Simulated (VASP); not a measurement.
# W in VASP: settings compared

Aim: see how the results for W move with the level of theory and the settings. Levels: LDA, revPBE+D3(BJ). Tasks: single point.

Program: VASP 6.6.1. These are calculated values, not measurements. Logs are shortened: lines on timing, memory, paths and dates and some standing lists are left out, and cuts for length are marked.

### 1 The cell of the first run

It takes space group Fm-3m (No. 225, cubic). The conventional cell has a = 4.060 Å, b = 4.060 Å, c = 4.060 Å, α = 90.00°, β = 90.00°, γ = 90.00°. Within 3.8 Å of W (site symmetry m-3m) lie 12 W at 2.87 Å.

This isn't the form of W at room conditions, which is bcc.

### 2 Single point, LDA, non-collinear spin, zero start, spin-orbit coupling

Input file INCAR:

```
SYSTEM = W
ALGO = Normal
EDIFF = 1E-6
ENCUT = 500
GGA_COMPAT = .False.
ISIF = 2
ISMEAR = -5
LASPH = .True.
LCHARG = .False.
LMAXMIX = 4
LNONCOLLINEAR = .True.
LORBIT = 11
LORBMOM = .True.
LREAL = .False.
LSORBIT = .True.
LWAVE = .False.
MAGMOM = 0 0 0
NBANDS = 25
NELM = 200
PREC = Accurate
SIGMA = 0.05
```

Input file KPOINTS:

```
k-points
0
Gamma
  11 11 11
  0 0 0
```

Input file POSCAR:

```
W
1.0
    0.0000000000      2.0300000000      2.0300000000
    2.0300000000      0.0000000000      2.0300000000
    2.0300000000      2.0300000000      0.0000000000
W
1
Direct
    0.0000000000      0.0000000000      0.0000000000
```

Potentials or basis: VASP PAW LDA potentials, release 64 (W_sv).

Started as:

```
> cat potpaw_LDA.64/W_sv/POTCAR > POTCAR
> mpirun -np 1 vasp_ncl > vasp.out
```

OUTCAR:

```text
SYSTEM = W
   EDIFF = 1E-6
   ENCUT = 500
   ISIF = 2
   ISMEAR = -5
   LASPH = .True.
   LNONCOLLINEAR = .True.
   LORBIT = 11
   LREAL = .False.
   LSORBIT = .True.
   NELM = 200
   PREC = Accurate

 ion  position               nearest neighbor table
   1  0.000  0.000  0.000-

  LATTYP: Found a face centered cubic cell.
 ALAT       =     4.0600000000

  Lattice vectors:

 A1 = (   0.0000000000,   2.0300000000,   2.0300000000)
 A2 = (   2.0300000000,   0.0000000000,   2.0300000000)
 A3 = (   2.0300000000,   2.0300000000,   0.0000000000)

Analysis of symmetry for initial positions (statically):
=====================================================================
 Subroutine PRICEL returns:
 Original cell was already a primitive cell.

 Routine SETGRP: Setting up the symmetry group for a
 face centered cubic supercell.

 Subroutine GETGRP returns: Found 48 space group operations
 (whereof 48 operations were pure point group operations)
 out of a pool of 48 trial point group operations.

The static configuration has the point symmetry O_h .

Analysis of symmetry for dynamics (positions and initial velocities):
=====================================================================
 Subroutine PRICEL returns:
 Original cell was already a primitive cell.

 Routine SETGRP: Setting up the symmetry group for a
 face centered cubic supercell.

 Subroutine GETGRP returns: Found 48 space group operations
 (whereof 48 operations were pure point group operations)
 out of a pool of 48 trial point group operations.

The dynamic configuration has the point symmetry O_h .

Analysis of structural, dynamic, and magnetic symmetry:
=====================================================================
 Subroutine PRICEL returns:
 Original cell was already a primitive cell.

 Routine SETGRP: Setting up the symmetry group for a
 face centered cubic supercell.

 Subroutine GETGRP returns: Found 48 space group operations
 (whereof 48 operations were pure point group operations)
 out of a pool of 48 trial point group operations.

The overall configuration has the point symmetry O_h .

 Subroutine INISYM returns: Found 48 space group operations
 (whereof 48 operations are pure point group operations),
 and found     1 'primitive' translations

----------------------------------------------------------------------------------------

                                     Primitive cell
[... 151 lines left out ...]
  band No.  band energies     occupation
      1     -63.1765      1.00000
      2     -63.1765      1.00000
      3     -33.1720      1.00000
      4     -33.1720      1.00000
      5     -24.1810      1.00000
      6     -24.1810      1.00000
[... 661 lines left out ...]
     24      27.7886      0.00000
     25      28.3914      0.00000

 [... further k-points ...]

------------------------ aborting loop because EDIFF is reached ----------------------------------------

  FORCE on cell =-STRESS in cart. coord.  units (eV):
  Direction    XX          YY          ZZ          XY          YZ          ZX
  --------------------------------------------------------------------------------------
  -------------------------------------------------------------------------------------
  Total       -1.5484652     -1.5484652     -1.5484652      0.0000000      0.0000000      0.0000000
  in kB     -148.2838748   -148.2838748   -148.2838748      0.0000000      0.0000000      0.0000000
  external PRESSURE =    -148.2838748 kB  Pullay stress =       0.0000000 kB

 VOLUME and BASIS-vectors are now :
 -----------------------------------------------------------------------------
  energy-cutoff  :      500.00
  volume of cell :       16.73
      direct lattice vectors                 reciprocal lattice vectors
     0.000000000  2.030000000  2.030000000    -0.246305419  0.246305419  0.246305419
     2.030000000  0.000000000  2.030000000     0.246305419 -0.246305419  0.246305419
     2.030000000  2.030000000  0.000000000     0.246305419  0.246305419 -0.246305419

 POSITION                                       TOTAL-FORCE (eV/Angst)
 -----------------------------------------------------------------------------------
      0.00000      0.00000      0.00000        -0.000000      0.000000      0.000000
 -----------------------------------------------------------------------------------
    total drift:                               -0.000000      0.000000      0.000000

  FREE ENERGIE OF THE ION-ELECTRON SYSTEM (eV)
  ---------------------------------------------------
  free  energy   TOTEN  =       -14.4457845395 eV

  energy  without entropy=      -14.4457845395  energy(sigma->0) =      -14.44578454

 orbital moment (x)

 # of ion     p       d       tot
 ----------------------------------------
  1         0.000  -0.000  -0.000
 ----------------------------------------
            0.000  -0.000  -0.000

 orbital moment (y)

 # of ion     p       d       tot
 ----------------------------------------
  1         0.000   0.000   0.000
 ----------------------------------------
            0.000   0.000   0.000

 orbital moment (z)

 # of ion     p       d       tot
 ----------------------------------------
  1         0.000  -0.000  -0.000
 ----------------------------------------
            0.000  -0.000  -0.000

 Spin-Orbit-Coupling matrix elements

 Ion:    1  E_soc:     -1.7499946
 l=   1
     0.0000000    -0.2342292    -0.2342292
    -0.2342292     0.0000000    -0.2342292
    -0.2342292    -0.2342292     0.0000000
 l=   2
     0.0000000    -0.0133857     0.0000000    -0.0133857    -0.0440508
    -0.0133857     0.0000000    -0.0330381    -0.0133857    -0.0110127
     0.0000000    -0.0330381     0.0000000    -0.0330381     0.0000000
    -0.0133857    -0.0133857    -0.0330381     0.0000000    -0.0110127
    -0.0440508    -0.0110127     0.0000000    -0.0110127     0.0000000
 l=   3
     0.0000000     0.0000000     0.0000000     0.0000000     0.0000000     0.0000000     0.0000000
     0.0000000     0.0000000     0.0000000     0.0000000     0.0000000     0.0000000     0.0000000
     0.0000000     0.0000000     0.0000000     0.0000000     0.0000000     0.0000000     0.0000000
     0.0000000     0.0000000     0.0000000     0.0000000     0.0000000     0.0000000     0.0000000
     0.0000000     0.0000000     0.0000000     0.0000000     0.0000000     0.0000000     0.0000000
     0.0000000     0.0000000     0.0000000     0.0000000     0.0000000     0.0000000     0.0000000
     0.0000000     0.0000000     0.0000000     0.0000000     0.0000000     0.0000000     0.0000000

 total charge

# of ion       s       p       d       tot
------------------------------------------
    1        2.405   6.300   3.324  12.029

 magnetization (x)

# of ion       s       p       d       tot
------------------------------------------
    1       -0.000   0.000   0.000  -0.000

 magnetization (y)

# of ion       s       p       d       tot
------------------------------------------
    1        0.000   0.000  -0.000   0.000

 magnetization (z)

# of ion       s       p       d       tot
------------------------------------------
    1       -0.000  -0.000   0.000  -0.000
```

OSZICAR:

```text
N       E                     dE             d eps       ncg     rms          rms(c)
DAV:   1     0.134230037733E+03    0.13423E+03   -0.72998E+03  2832   0.126E+03
DAV:   2    -0.104219876015E+02   -0.14465E+03   -0.13962E+03  3098   0.397E+02
DAV:   3    -0.151006600898E+02   -0.46787E+01   -0.46065E+01  3156   0.714E+01
DAV:   4    -0.151362058720E+02   -0.35546E-01   -0.35493E-01  3243   0.646E+00
DAV:   5    -0.151365942689E+02   -0.38840E-03   -0.38827E-03  3153   0.656E-01    0.183E+01
DAV:   6    -0.145758986728E+02    0.56070E+00   -0.52988E-01  3045   0.916E+00    0.686E+00
DAV:   7    -0.144510461977E+02    0.12485E+00   -0.21902E-01  3277   0.534E+00    0.154E+00
DAV:   8    -0.144481703116E+02    0.28759E-02   -0.33317E-03  2969   0.669E-01    0.367E-01
DAV:   9    -0.144457475414E+02    0.24228E-02   -0.13668E-03  3156   0.507E-01    0.676E-02
DAV:  10    -0.144457715586E+02   -0.24017E-04   -0.32832E-05  3201   0.638E-02    0.402E-02
DAV:  11    -0.144457799644E+02   -0.84057E-05   -0.12484E-06  2743   0.145E-02    0.455E-03
DAV:  12    -0.144457840572E+02   -0.40928E-05   -0.24493E-07  1652   0.563E-03    0.209E-03
DAV:  13    -0.144457845395E+02   -0.48230E-06   -0.12067E-08  1465   0.125E-03
   1 F= -.14445785E+02 E0= -.14445785E+02  d E =0.000000E+00  mag=     0.0000    -0.0000    -0.0000
```

stdout:

```text
POSCAR found type information on POSCAR W
 POSCAR found :  1 types and       1 ions
 scaLAPACK will be used
 LDA part: xc-table for (Slater(with rela. corr.)+CA(PZ))
 , standard interpolation
 POSCAR, INCAR and KPOINTS ok, starting setup
 FFT: planning ... GRIDC
 FFT: planning ... GRID_SOFT
 FFT: planning ... GRID
 WAVECAR not read
 entering main loop
 -----------------------------------------------------------------------------
|                                                                             |
|           W    W    AA    RRRRR   N    N  II  N    N   GGGG   !!!           |
|           W    W   A  A   R    R  NN   N  II  NN   N  G    G  !!!           |
|           W    W  A    A  R    R  N N  N  II  N N  N  G       !!!           |
|           W WW W  AAAAAA  RRRRR   N  N N  II  N  N N  G  GGG   !            |
|           WW  WW  A    A  R   R   N   NN  II  N   NN  G    G                |
|           W    W  A    A  R    R  N    N  II  N    N   GGGG   !!!           |
|                                                                             |
|     Tetrahedron method does not include variations of the Fermi             |
|     occupations, so forces and stress will be inaccurate. We suggest        |
|     using a different smearing scheme ISMEAR = 1 or 2 for metals in         |
|     relaxations.                                                            |
|                                                                             |
 -----------------------------------------------------------------------------
```

Wall time 28 s (1 thread of Intel Xeon Platinum 8488C (Sapphire Rapids), shared host); peak memory 0.19 GiB.

What came out:

* Free energy: -14.4458 eV
* Pressure: -14.8 GPa
* Net moment: 0.00 μB per cell
* Valence electrons inside the program's atomic spheres: W 12.03

Moments on the atoms (μB; x, y, z):
```
W   0.00 0.00 0.00
```

Caveat: the cell stands under tension.

(Continued in part 2 of 2.)
